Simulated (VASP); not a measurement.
Crystal: NbIn2Se3.

```xyz
6
Lattice="5.2830 0.0000 0.0000 -2.6415 4.5752 0.0000 0.0000 0.0000 6.6055" Properties=species:S:1:pos:R:3 pbc="T T T"
Nb    0.0000    0.0000    0.0000
In    0.0000    3.0501    0.0000
In    2.6415    1.5251    0.0000
Se    0.0000    3.0501    3.3028
Se    2.6415    1.5251    3.3028
Se    0.0000    0.0000    3.3028
```

The cell was generated, and may not be a known phase.

* Program: VASP 6.6.1
* Task: relaxation of cell and atoms
* Functional: PBE
* Potentials or basis: VASP PAW PBE potentials, release 64 (Nb_sv, In_d, Se)
* Cutoff: 500 eV
* k mesh: 3 × 3 × 2
* Occupations: gaussian, width 0.15 eV
* Spin: no spin polarisation

At the start: pressure -5.6 GPa; volume 26.61 Å³/atom.

Q: Where does the relaxation end?

A: Over 7 steps the energy falls by 232.0 meV/atom and the volume is 23.07 Å³/atom (-13.3 %); space group P6/mmm (No. 191, to 0.1 Å) before and after.

Step by step:
| step | energy change (eV) | largest force (eV/Å) | pressure (GPa) | volume (Å³) |
| --- | --- | --- | --- | --- |
| 1 | 0.0000 | 0.0000 | -5.61 | 159.66 |
| 2 | -0.6865 | 0.0000 | -0.15 | 138.96 |
| 3 | -0.7359 | 0.0000 | 2.08 | 133.94 |
| 4 | -1.1324 | 0.0000 | 2.61 | 132.16 |
| 5 | -1.2887 | 0.0000 | 4.19 | 130.05 |
| 6 | -1.3672 | 0.0000 | -1.70 | 143.08 |
| 7 | -1.3919 | 0.0000 | 0.01 | 138.40 |

Final structure:
```yaml
crystal:
  lattice:
    - [5.49495, 0.00000, 0.00000]
    - [-2.74747, 4.75877, 0.00000]
    - [0.00000, 0.00000, 5.29271]
  atoms:
    - { symbol: Nb, position: [0.00000, 0.00000, 0.00000] }
    - { symbol: In, position: [0.33333, 0.66667, 0.00000] }
    - { symbol: In, position: [0.66667, 0.33333, 0.00000] }
    - { symbol: Se, position: [0.33333, 0.66667, 0.50000] }
    - { symbol: Se, position: [0.66667, 0.33333, 0.50000] }
    - { symbol: Se, position: [0.00000, 0.00000, 0.50000] }
```

Caveat: the k points lie up to 0.59 Å⁻¹ apart in the final cell, too coarse for converged energies and pressures of a metal; a cell axis changed by over 15 % at a fixed basis, so the end point is rough.
